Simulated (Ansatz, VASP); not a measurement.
**One calculation of AlN, two programs**

```
CELL_PARAMETERS angstrom
0.00000 -2.03532 -2.03532
0.00000 2.03532 -2.03532
4.07063 0.00000 0.00000
ATOMIC_POSITIONS crystal
Al 0.50088 0.49912 0.00002
Al 0.99912 0.00088 0.49998
N 0.50467 0.49533 0.48865
N 0.99533 0.00467 0.01135
```

Change from the starting cell: mode 10 frozen in at -0.019 Å and mode 12 at -0.046 Å (largest displacements).

Alike in both runs: task single point; functional PBE; k mesh 8 × 8 × 6; occupations gaussian, width 0.05 eV; no spin polarisation.

|  | VASP | Ansatz |
| --- | --- | --- |
| version | VASP 6.6.1 | Ansatz 0.2.0 |
| potentials or method | VASP PAW PBE potentials, release 64 (Al, N), cutoff 600 eV | scalar-relativistic, plane waves, PAW |
| valence electrons in the cell | 16 | 16 |

VASP gave:

| Item | Value |
| --- | --- |
| gap on the k mesh at the Fermi level (eV) | 4.38 |
| least direct gap on the mesh (eV) | 4.45 |
| pressure (GPa) | 0.2 |
| traceless stress, the component that is largest in VASP (GPa) | 0.43 |
| rms of the force components (eV/Å) | 0.495 |

Q: Which values does Ansatz return?

A: gap on the k mesh at the Fermi level (eV): 4.41; least direct gap on the mesh (eV): 4.48; pressure (GPa): 0.6; traceless stress, the component that is largest in VASP (GPa): 0.42; rms of the force components (eV/Å): 0.494.

Atom by atom the forces differ by 0.002 eV/Å (rms over components). The functional is the same, so the differences come from potentials, cutoffs and numerics.
